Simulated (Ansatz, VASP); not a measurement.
AlN: VASP beside Ansatz

```xyz
2
Lattice="0.0000 2.1628 2.1628 2.1628 0.0000 2.1628 2.1628 2.1628 0.0000" Properties=species:S:1:pos:R:3 pbc="T T T"
Al    0.0000    0.0000    0.0000
N     1.0814    1.0814    1.0814
```

Alike in both runs: task single point; functional r2SCAN; k mesh 8 × 8 × 8; no spin polarisation.

|  | VASP | Ansatz |
| --- | --- | --- |
| version | VASP 6.6.1 | Ansatz 0.2.0 |
| potentials or method | VASP PAW PBE potentials, release 64 (Al, N) | plane waves, PAW |
| plane-wave cutoff (eV) | 520 | 500 |
| occupations | gaussian, width 0.01 eV | fixed |
| valence electrons in the cell | 8 | 8 |

|  | VASP | Ansatz | Ansatz less VASP |
| --- | --- | --- | --- |
| gap on the k mesh at the Fermi level (eV) | 3.96 | 3.97 | +0.008 |
| pressure (GPa) | 6.4 | 6.8 | +0.37 |

VASP's potentials were made for PBE, not for r2SCAN.
